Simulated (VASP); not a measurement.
Input of a VASP 6.6.1 run:

The input INCAR:

```
SYSTEM = AlNi
PREC     = Accurate       ! precision mode
ENCUT    = 690            ! plane-wave cutoff, eV
EDIFF    = 1E-6           ! SCF threshold, eV
ISMEAR   = -1             ! smearing method
SIGMA    = 0.05           ! smearing width, eV
LREAL    = .FALSE.        ! projectors in reciprocal space
LASPH    = .TRUE.         ! aspherical terms in the spheres
NELM     = 200            ! most SCF steps
ALGO     = Normal         ! electronic algorithm
ISIF     = 2              ! what is computed and relaxed
LWAVE    = .FALSE.        ! write WAVECAR
LCHARG   = .FALSE.        ! write CHGCAR
ISPIN    = 2              ! spin polarisation
MAGMOM   = 0.2 0          ! initial moments
LORBIT   = 11             ! projections on sites
NUPDOWN  = 0.2            ! fixed moment
LMAXMIX  = 4              ! l up to which the mixer works
GGA      = PS             ! functional
NBANDS   = 22             ! bands
GGA_COMPAT= .FALSE.
```

KPOINTS

```
regular mesh
0
G
  8 8 7
  0 0 0
```

The input POSCAR:

```
AlNi
1.0
    1.9386940000     -1.9531901500      0.0000000000
    1.9386940000      1.9531901500      0.0000000000
    0.0000000000      0.0000000000      3.0994300413
Ni Al
1 1
Direct
    0.5000000000      0.5000000000      0.5000000000
    0.0000000000      0.0000000000      0.0000000000
```

Potentials or basis: VASP PAW PBE potentials, release 64 (Ni_sv_GW, Al).

The run is started by

```bash
$ cat potpaw_PBE.64/Ni_sv_GW/POTCAR potpaw_PBE.64/Al/POTCAR > POTCAR
$ mpirun -np 1 vasp_std > vasp.out
```

What does it give for the pressure?

-0.1 GPa.

Stress tensor (GPa, compression positive):
```
 2.67  0.00  0.00
 0.00  1.20  0.00
 0.00  0.00 -4.05
```

Caveat: the stress differs along the axes, from -4 to 3 GPa; the PAW data sets were made with another functional, which shifts forces and pressure a little; the total moment is fixed, so each spin has its own Fermi level and the state may be an excited one.
